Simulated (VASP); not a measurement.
Te2Mo:

```
Te Mo
1.0
     3.51820    0.00000    0.00000
    -1.75910    3.04685    0.00000
     0.00000    0.00000   13.97360
Te Mo
4 2
Direct
  0.66667 0.33333 0.37900
  0.33333 0.66667 0.87900
  0.66667 0.33333 0.12100
  0.33333 0.66667 0.62100
  0.66667 0.33333 0.75000
  0.33333 0.66667 0.25000
```

Base run:

```yaml
Program: VASP 6.6.1
Functional: r2SCAN
Dispersion: D3(BJ)
Potentials_or_basis: VASP PAW PBE potentials, release 64 (Te, Mo_sv)
Cutoff: 520 eV
k_mesh: 9 × 9 × 2
Occupations: fermi-dirac, width 0.05 eV
Spin: no spin polarisation
```

Its results: band gap on the k mesh 0.89 eV, indirect (least direct gap 1.13 eV); pressure 0.7 GPa; largest force 0.045 eV/Å.

Question: After a change of settings the same cell gave: band gap on the k mesh 0.80 eV, indirect (least direct gap 1.04 eV); pressure 1.4 GPa; largest force 0.493 eV/Å. Which change was it?
A. functional from r2SCAN to SVWN5; dispersion from D3(BJ) to none
B. functional from r2SCAN to BLYP
C. functional from r2SCAN to PBEsol; further incar settings from ALGO = Normal; EDIFF = 1e-06; NBANDS = 35 to ALGO = Normal; EDIFF = 1e-07; NBANDS = 35

Answer: B.

Caveats: the PAW data sets were made with another functional, which shifts forces and pressure a little; spin-orbit coupling is left out, which moves the levels of the heavy elements.
